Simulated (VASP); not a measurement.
# PbS (Fm-3m) in VASP: single point with HSE06

Aim: the single point of PbS with HSE06.

Program: VASP 6.6.1. These are calculated values, not measurements. Logs are shortened: lines on timing, memory, paths and dates and some standing lists are left out, and cuts for length are marked.

## 1. The cell of the first run

It takes space group Fm-3m (No. 225, cubic). Conventional cell: a = 5.900 Å, b = 5.900 Å, c = 5.900 Å, α = 90.00°, β = 90.00°, γ = 90.00°. S (site symmetry m-3m) has 6 Pb at 2.95 Å within 3.9 Å. Pb (site symmetry m-3m) has 6 S at 2.95 Å within 3.9 Å.

## 2. Single point, HSE06

POSCAR

```
PbS
1.0
   11.8000000000      0.0000000000      0.0000000000
    0.0000000000     11.8000000000      0.0000000000
    0.0000000000      0.0000000000     11.8000000000
S Pb
32 32
Direct
    0.2500000000      0.0000000000      0.0000000000
    0.2500000000      0.0000000000      0.5000000000
    0.2500000000      0.5000000000      0.0000000000
    0.2500000000      0.5000000000      0.5000000000
    0.7500000000      0.0000000000      0.0000000000
    0.7500000000      0.0000000000      0.5000000000
    0.7500000000      0.5000000000      0.0000000000
    0.7500000000      0.5000000000      0.5000000000
    0.0000000000      0.2500000000      0.0000000000
    0.0000000000      0.2500000000      0.5000000000
    0.0000000000      0.7500000000      0.0000000000
    0.0000000000      0.7500000000      0.5000000000
    0.5000000000      0.2500000000      0.0000000000
    0.5000000000      0.2500000000      0.5000000000
    0.5000000000      0.7500000000      0.0000000000
    0.5000000000      0.7500000000      0.5000000000
    0.0000000000      0.0000000000      0.2500000000
    0.0000000000      0.0000000000      0.7500000000
    0.0000000000      0.5000000000      0.2500000000
    0.0000000000      0.5000000000      0.7500000000
    0.5000000000      0.0000000000      0.2500000000
    0.5000000000      0.0000000000      0.7500000000
    0.5000000000      0.5000000000      0.2500000000
    0.5000000000      0.5000000000      0.7500000000
    0.2500000000      0.2500000000      0.2500000000
    0.2500000000      0.2500000000      0.7500000000
    0.2500000000      0.7500000000      0.2500000000
    0.2500000000      0.7500000000      0.7500000000
    0.7500000000      0.2500000000      0.2500000000
    0.7500000000      0.2500000000      0.7500000000
    0.7500000000      0.7500000000      0.2500000000
    0.7500000000      0.7500000000      0.7500000000
    0.0000000000      0.0000000000      0.0000000000
    0.0000000000      0.0000000000      0.5000000000
    0.0000000000      0.5000000000      0.0000000000
    0.0000000000      0.5000000000      0.5000000000
    0.5000000000      0.0000000000      0.0000000000
    0.5000000000      0.0000000000      0.5000000000
    0.5000000000      0.5000000000      0.0000000000
    0.5000000000      0.5000000000      0.5000000000
    0.2500000000      0.2500000000      0.0000000000
    0.2500000000      0.2500000000      0.5000000000
    0.2500000000      0.7500000000      0.0000000000
    0.2500000000      0.7500000000      0.5000000000
    0.7500000000      0.2500000000      0.0000000000
    0.7500000000      0.2500000000      0.5000000000
    0.7500000000      0.7500000000      0.0000000000
    0.7500000000      0.7500000000      0.5000000000
    0.2500000000      0.0000000000      0.2500000000
    0.2500000000      0.0000000000      0.7500000000
    0.2500000000      0.5000000000      0.2500000000
    0.2500000000      0.5000000000      0.7500000000
    0.7500000000      0.0000000000      0.2500000000
    0.7500000000      0.0000000000      0.7500000000
    0.7500000000      0.5000000000      0.2500000000
    0.7500000000      0.5000000000      0.7500000000
    0.0000000000      0.2500000000      0.2500000000
    0.0000000000      0.2500000000      0.7500000000
    0.0000000000      0.7500000000      0.2500000000
    0.0000000000      0.7500000000      0.7500000000
    0.5000000000      0.2500000000      0.2500000000
    0.5000000000      0.2500000000      0.7500000000
    0.5000000000      0.7500000000      0.2500000000
    0.5000000000      0.7500000000      0.7500000000
```

INCAR.step1

```
ALGO = Normal ; EDIFF = 1E-5
ENCUT = 400 ; GGA = PE
GGA_COMPAT = F ; ISIF = 2
ISMEAR = -1 ; ISYM = -1
KPAR = 1 ; LASPH = T
LCHARG = F ; LREAL = Auto
LWAVE = T ; NBANDS = 358
NELM = 120 ; PREC = Accurate
SIGMA = 0.05
```

INCAR.step2

```
ALGO = Normal ; EDIFF = 1E-6
ENCUT = 400 ; GGA = PE
GGA_COMPAT = F ; HFSCREEN = 0.2079
ISIF = 2 ; ISMEAR = -1
ISTART = 1 ; ISYM = -1
KPAR = 1 ; LASPH = T
LCHARG = F ; LHFCALC = T
LREAL = Auto ; LWAVE = F
NBANDS = 358 ; NELM = 120
PREC = Accurate ; PRECFOCK = Fast
SIGMA = 0.05
```

KPOINTS

```
explicit points
1
Reciprocal
  0.25000000   0.25000000   0.25000000 1
```

Potentials or basis: VASP PAW PBE potentials, release 64 (S, Pb_d).

Launch:

```
> cat potpaw_PBE.64/S/POTCAR potpaw_PBE.64/Pb_d/POTCAR > POTCAR
> cp INCAR.step1 INCAR
> mpirun -np 8 vasp_std > vasp.out
> cp INCAR.step2 INCAR
> mpirun -np 8 vasp_std > vasp.out
```

OUTCAR:

```text
EDIFF = 1E-6
   ENCUT = 400
   GGA = PE
   HFSCREEN = 0.2079
   ISIF = 2
   ISMEAR = -1
   ISTART = 1
   ISYM = -1
   LASPH = T
   LHFCALC = T
   LREAL = Auto
   NELM = 120
   PREC = Accurate
   PRECFOCK = Fast

 ion  position               nearest neighbor table
   1  0.250  0.000  0.000-  33 2.95  37 2.95  41 2.95  43 2.95  49 2.95  50 2.95
   2  0.250  0.000  0.500-  34 2.95  38 2.95  42 2.95  44 2.95  49 2.95  50 2.95
   3  0.250  0.500  0.000-  35 2.95  39 2.95  41 2.95  43 2.95  51 2.95  52 2.95
   4  0.250  0.500  0.500-  36 2.95  40 2.95  42 2.95  44 2.95  51 2.95  52 2.95
   5  0.750  0.000  0.000-  33 2.95  37 2.95  45 2.95  47 2.95  53 2.95  54 2.95
   6  0.750  0.000  0.500-  34 2.95  38 2.95  46 2.95  48 2.95  53 2.95  54 2.95
[... 56 lines left out ...]
  63  0.500  0.750  0.250-  15 2.95  16 2.95  21 2.95  23 2.95  27 2.95  31 2.95
  64  0.500  0.750  0.750-  15 2.95  16 2.95  22 2.95  24 2.95  28 2.95  32 2.95

IMPORTANT INFORMATION: All symmetrisations will be switched off!
NOSYMM: (Re-)initialisation of all symmetry stuff for point group C_1.

----------------------------------------------------------------------------------------

                                     Primitive cell

  volume of cell :    1643.0320

  direct lattice vectors                    reciprocal lattice vectors
    11.800000000  0.000000000  0.000000000     0.084745763  0.000000000  0.000000000
     0.000000000 11.800000000  0.000000000     0.000000000  0.084745763  0.000000000
     0.000000000  0.000000000 11.800000000     0.000000000  0.000000000  0.084745763

  length of vectors
    11.800000000 11.800000000 11.800000000     0.084745763  0.084745763  0.084745763

  position of ions in fractional coordinates (direct lattice)
     0.250000000  0.000000000  0.000000000
     0.250000000  0.000000000  0.500000000
     0.250000000  0.500000000  0.000000000
     0.250000000  0.500000000  0.500000000
     0.750000000  0.000000000  0.000000000
     0.750000000  0.000000000  0.500000000
[... 56 lines left out ...]
     0.500000000  0.750000000  0.250000000
     0.500000000  0.750000000  0.750000000

  ion indices of the primitive-cell ions
   primitive index   ion index
                 1           1
                 2           2
                 3           3
                 4           4
                 5           5
                 6           6
[... 56 lines left out ...]
                63          63
                64          64

----------------------------------------------------------------------------------------

 KPOINTS: explicit points

Read explicit list of k-points.

 Found      1 k-points:

 Following reciprocal coordinates:
            Coordinates               Weight
  0.250000  0.250000  0.250000      1.000000
   k-points           NKPTS =      1   k-points in BZ     NKDIM =      1   number of bands    NBANDS=    360
   number of dos      NEDOS =    301   number of ions     NIONS =     64
   total plane-waves  NPLWV = 512000
   dimension x,y,z NGX =    80 NGY =   80 NGZ =   80
   dimension x,y,z NGXF=   160 NGYF=  160 NGZF=  160
   ions per type =              32  32
   NGX,Y,Z   is equivalent  to a cutoff of  11.27, 11.27, 11.27 a.u.
   NGXF,Y,Z  is equivalent  to a cutoff of  22.54, 22.54, 22.54 a.u.
 SYSTEM =  unknown system
   PREC   = accura    normal or accurate (medium, high low for compatibility)
   ISTART =      1    job   : 0-new  1-cont  2-samecut
   ICHARG =      0    charge: 1-file 2-atom 10-const
   ISPIN  =      1    spin polarized calculation?
   LNONCOLLINEAR =      F non collinear calculations
   LSORBIT =      F    spin-orbit coupling
   LASPH  =      T    aspherical Exc in radial PAW
   ENCUT  =  400.0 eV  29.40 Ry    5.42 a.u.  19.24 19.24 19.24*2*pi/ulx,y,z
   NELM   =    120;   NELMIN=  2; NELMDL=  0     # of ELM steps
   EDIFF  = 0.1E-05   stopping-criterion for ELM
   LREAL  =      T    real-space projection
   EDIFFG = 0.1E-04   stopping-criterion for IOM
   NSW    =      0    number of steps for IOM
   IBRION =     -1    ionic relax: 0-MD 1-quasi-New 2-CG
   NFREE  =      0    steps in history (QN), initial steepest desc. (CG)
   ISIF   =      2    stress and relaxation
   ISYM   =     -1    0-nonsym 1-usesym 2-fastsym
   POTIM  = 0.5000    time-step for ionic-motion
   TEBEG  =    0.0;   TEEND  =   0.0 temperature during run
   PSTRESS=    0.0 pullay stress
   NELECT =     640.0000    total number of electrons
   NUPDOWN=      -1.0000    fix difference up-down
   EMIN   =  10.00;   EMAX   =-10.00  energy-range for DOS
   EFERMI =   0.00;   METHOD = LEGACY
   ISMEAR =    -1;   SIGMA  =   0.05  broadening in eV -4-tet -1-fermi 0-gaus
   EFERMI_NEDOS =   21; number of points for ismear=-14 and -15
   IALGO  =     38    algorithm
   IMIX   =      1    mixing-type and parameters
     AMIX     =   0.40;   BMIX     =  1.00
     AMIX_MAG =   1.60;   BMIX_MAG =  1.00
  volume/ion in A,a.u.               =      25.67       173.25
  Fermi-wavevector in a.u.,A,eV,Ry     =   1.195601  2.259358 19.448997  1.429461
  Thomas-Fermi vector in A             =   2.331562
   LORBIT       =      0    0 simple, 1 ext, 2 COOP (PROOUT), +10 PAW based schemes
   GGA     = PE    functional components
   LHFCALC =     T    Hartree Fock is set to
   PRECFOCK=fast      Normal, Fast or Accurate (Low or Medium for compatibility)
   ENCUT4O =  -1.0   cutoff for four orbital integrals eV
   NKREDX  =     1    reduce k-point grid by
   NKREDY  =     1    reduce k-point grid by
   NKREDZ  =     1    reduce k-point grid by
   AEXX    =    0.2500 exact exchange contribution
   HFSCREEN=    0.2079 screening length (either q_TF or 0.3 A-1)
   HFSCREENC=   0.2079 screening length for correlation (either q_TF or 0.3 A-1)
   ENCUTFOCK=  -1.0 apply spherical cutoff to Coloumb kernel
   IVDW    =     0    specifies the selected vdW correction
   LEPSILON=     F    determine dielectric tensor
   LRPA    =     F    only Hartree local field effects (RPA)
 non-spin polarized calculation
  energy-cutoff  :      400.00
  volume of cell :     1643.03
 maximum number of plane-waves:     29824
 NGX is ok and might be reduce to    80
  NGX = 40; NGY = 40; NGZ = 40

 number of electron     639.9999704 magnetization

 Free energy of the ion-electron system (eV)
  ---------------------------------------------------
  ext. energy  EPLUGINS =         0.00000000
  ---------------------------------------------------
  free energy    TOTEN  =      -334.34686038 eV

  energy without entropy =     -334.34686038  energy(sigma->0) =     -334.34686038

 E-fermi :   6.2427     XC(G=0):  -8.1068

 val. band max:        5.1363650439   @ k =   0.2500   0.2500   0.2500
 cond. band min:       7.3433672577   @ k =   0.2500   0.2500   0.2500
 fundamental gap:      2.2070022138
 Fermi energy:         6.2426773480

 k-point     1 :       0.2500    0.2500    0.2500
  band No.  band energies     occupation
      1     -13.0222      2.00000
      2     -13.0222      2.00000
      3     -13.0221      2.00000
      4     -12.9867      2.00000
      5     -12.9867      2.00000
      6     -12.9867      2.00000
[... 324 lines left out ...]
    331       8.1241      0.00000
    332       8.1241      0.00000
 [bands above 332 left out]

------------------------ aborting loop because EDIFF is reached ----------------------------------------

  FORCE on cell =-STRESS in cart. coord.  units (eV):
  Direction    XX          YY          ZZ          XY          YZ          ZX
  --------------------------------------------------------------------------------------
  -------------------------------------------------------------------------------------
  Total       17.3951279     17.3951245     17.3951444     -0.1284098     -0.1284067     -0.1283908
  in kB       16.9625908     16.9625875     16.9626070     -0.1252168     -0.1252139     -0.1251983
  external PRESSURE =      16.9625951 kB  Pullay stress =       0.0000000 kB

 VOLUME and BASIS-vectors are now :
 -----------------------------------------------------------------------------
  energy-cutoff  :      400.00
  volume of cell :     1643.03
      direct lattice vectors                 reciprocal lattice vectors
    11.800000000  0.000000000  0.000000000     0.084745763  0.000000000  0.000000000
     0.000000000 11.800000000  0.000000000     0.000000000  0.084745763  0.000000000
     0.000000000  0.000000000 11.800000000     0.000000000  0.000000000  0.084745763

 POSITION                                       TOTAL-FORCE (eV/Angst)
 -----------------------------------------------------------------------------------
      2.95000      0.00000      0.00000        -0.000000     -0.000001      0.000002
      2.95000      0.00000      5.90000         0.000001     -0.000000      0.000000
      2.95000      5.90000      0.00000         0.000002      0.000001     -0.000001
      2.95000      5.90000      5.90000        -0.000000      0.000001      0.000000
      8.85000      0.00000      0.00000         0.000000      0.000000      0.000000
      8.85000      0.00000      5.90000         0.000001     -0.000000      0.000000
[... 56 lines left out ...]
      5.90000      8.85000      2.95000         0.000000     -0.000001      0.000000
      5.90000      8.85000      8.85000        -0.000007      0.000001     -0.000002
 -----------------------------------------------------------------------------------
    total drift:                               -0.000046     -0.000007     -0.000029

  FREE ENERGIE OF THE ION-ELECTRON SYSTEM (eV)
  ---------------------------------------------------
  free  energy   TOTEN  =      -334.3468603768 eV

  energy  without entropy=     -334.3468603754  energy(sigma->0) =     -334.34686038
```

It took 19 min on 8 MPI ranks of Intel Xeon Platinum 8375C at 2.90GHz (Ice Lake), shared host; peak memory 0.77 GiB.

Results:

| Item | Value |
| --- | --- |
| Free energy | -334.3469 eV |
| Pressure | 1.7 GPa |
| Band gap on the k mesh | 2.21 eV |

Caveat: the PAW data sets were made with another functional, which shifts forces and pressure a little; spin-orbit coupling is left out, which moves the levels of the heavy elements; a shifted mesh leaves out Γ, where band edges can lie. A k mesh can miss the band edges.
